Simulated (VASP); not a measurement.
Write the native input for VASP 6.6.1 that does the following.

* Task: single point
* Functional: PBE
* Potentials or basis: VASP PAW PBE potentials, release 64 (Pd, Pt)
* Cutoff: 520 eV
* k mesh: 4 × 4 × 3
* Occupations: gaussian, width 0.2 eV
* Spin: no spin polarisation
* Dipole correction: no
* Further INCAR settings: ALGO = Fast; EDIFF = 1e-06; NBANDS = 33

The structure of Pd4Pt lies in POSCAR:

```
Pd4Pt
1.0
    4.9061594644      0.0000000000      0.0000000000
    0.0000000000      4.9061594644      0.0000000000
    0.0000000000      0.0000000000      5.1101681717
Pd Pt
4 1
Direct
    0.0000000000      0.5000000000      0.5000000000
    0.5000000000      0.0000000000      0.5000000000
    0.0000000000      0.0000000000      0.7539843481
    0.0000000000      0.0000000000      0.2460156519
    0.5000000000      0.5000000000      0.5000000000
```

The cell was generated, and may not be a known phase.

These files were run (other wordings do the same):

INCAR

```
PREC = Accurate
ENCUT = 520
EDIFF = 1E-6
ISMEAR = 0
SIGMA = 0.2
LREAL = False
LASPH = True
NELM = 60
ALGO = Fast
ISIF = 2
LWAVE = False
LCHARG = False
GGA = PE
NBANDS = 33
```

KPOINTS

```
regular mesh
0
Gamma
  4 4 3
```

Potentials or basis: VASP PAW PBE potentials, release 64 (Pd, Pt).

Run with:

```console
$ cat potpaw_PBE.64/Pd/POTCAR potpaw_PBE.64/Pt/POTCAR > POTCAR
$ mpirun -np 1 vasp_std > vasp.out
```

It gave:

```json
{
  "Pressure": "-0.4 GPa",
  "Largest force": "0.011 eV/Å",
  "Band gap on the k mesh": "zero (bands 25 and 26 overlap by 0.51 eV)"
}
```

Caveat: the k points lie up to 0.41 Å⁻¹ apart, too coarse for converged energies and pressures of a metal; spin-orbit coupling is left out, which moves the levels of the heavy elements.

Run time: 55 s on 1 thread of Intel Xeon 8259CL, on a shared host, peak memory 0.23 GiB.
